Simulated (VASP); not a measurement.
A run of VASP 6.6.1:

The input POSCAR:

```
HfO2
1.0
    2.5291609878     -2.5291609878      0.0000000000
    2.5291609878      0.0000000000     -2.5291609878
    5.2026595429      5.2026595429      5.2026595429
Hf O
3 6
Direct
    0.0000000000      0.0000000000      0.8102303415
    0.3333333333      0.3333333333      0.4861446866
    0.6666666667      0.6666666667      0.1620590317
    0.6666666667      0.6666666667      0.4051232729
    1.0000000000      0.0000000000      0.0810376180
    0.3333333333      0.3333333333      0.7292089278
    0.6666666667      0.6666666667      0.8912517553
    1.0000000000      0.0000000000      0.5671661004
    0.3333333333      0.3333333333      0.2430804455
```

INCAR.step1

```
PREC = Accurate
ENCUT = 520
ISMEAR = 0
SIGMA = 0.05
LREAL = False
LASPH = True
NELM = 100
NBANDS = 43
GGA = PE
ALGO = Normal
EDIFF = 1E-4
LWAVE = True
LCHARG = False
```

File INCAR.step2:

```
PREC = Accurate
ENCUT = 520
EDIFF = 1E-7
ISMEAR = 0
SIGMA = 0.05
LREAL = False
LASPH = True
NELM = 100
ALGO = Normal
ISIF = 2
LWAVE = False
LCHARG = False
METAGGA = R2SCAN
LMIXTAU = True
NBANDS = 43
ISTART = 1
```

KPOINTS

```
Automatic mesh
0
Gamma
  7 7 3
```

Potentials or basis: VASP PAW PBE potentials, release 64 (Hf_pv, O).

The run is started by

```bash
$ cat potpaw_PBE.64/Hf_pv/POTCAR potpaw_PBE.64/O/POTCAR > POTCAR
$ cp INCAR.step1 INCAR
$ mpirun -np 1 vasp_std > vasp.out
$ cp INCAR.step2 INCAR
$ mpirun -np 1 vasp_std > vasp.out
```

Hardware: 1 thread of Intel(R) Xeon(R) 6975P-C (Granite Rapids), on a shared host.

Question: Estimate the wall time of this run.

Answer: It took 7.6 min on 1 thread of Intel(R) Xeon(R) 6975P-C (Granite Rapids), with other jobs on the host, peak memory 0.27 GiB. Counts: k points 20.
